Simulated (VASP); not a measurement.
Zn2CdSe3, 6 atoms in the cell. Symmetry: P3m1, No. 156, trigonal system. The conventional cell has a = 4.154 Å, b = 4.154 Å, c = 10.253 Å, α = 90.00°, β = 90.00°, γ = 120.00°. Zn (site symmetry 3m) has 4 Se at 2.48 to 2.52 Å within 3.3 Å. Within 3.3 Å of Zn (site symmetry 3m) lie 4 Se at 2.47 to 2.52 Å. Within 3.5 Å of Cd (site symmetry 3m) lie 4 Se at 2.63 to 2.67 Å. Se (site symmetry 3m) has 4 Zn at 2.48 to 2.52 Å within 3.3 Å. Se (site symmetry 3m) has 1 Zn at 2.47 Å and 3 Cd at 2.63 Å within 3.3 Å. Within 3.3 Å of Se (site symmetry 3m) lie 3 Zn at 2.52 Å and 1 Cd at 2.67 Å. 

- Program: VASP 6.6.1
- Task: single point
- Functional: PBE
- Potentials or basis: VASP PAW PBE potentials, release 64 (Zn, Cd, Se)
- Cutoff: 520 eV
- k mesh: 6 × 6 × 4
- Occupations: gaussian, width 0.02 eV
- Spin: no spin polarisation
- Dipole correction: no
- Further INCAR settings: ALGO = Normal; EDIFF = 1e-07; NBANDS = 36

Potentials or basis: VASP PAW PBE potentials, release 64 (Zn, Cd, Se).

Command:

```console
$ cat potpaw_PBE.64/Zn/POTCAR potpaw_PBE.64/Cd/POTCAR potpaw_PBE.64/Se/POTCAR > POTCAR
$ mpirun -np 1 vasp_std > vasp.out
```

Hardware: 1 thread of Intel(R) Xeon(R) 6975P-C (Granite Rapids), on a shared host.

Problem. Estimate the wall time of this run.

Solution. Wall time 79 s on 1 thread of Intel(R) Xeon(R) 6975P-C (Granite Rapids), with other jobs on the host, peak memory 0.35 GiB. Counts: scf iterations 16, k points 24.
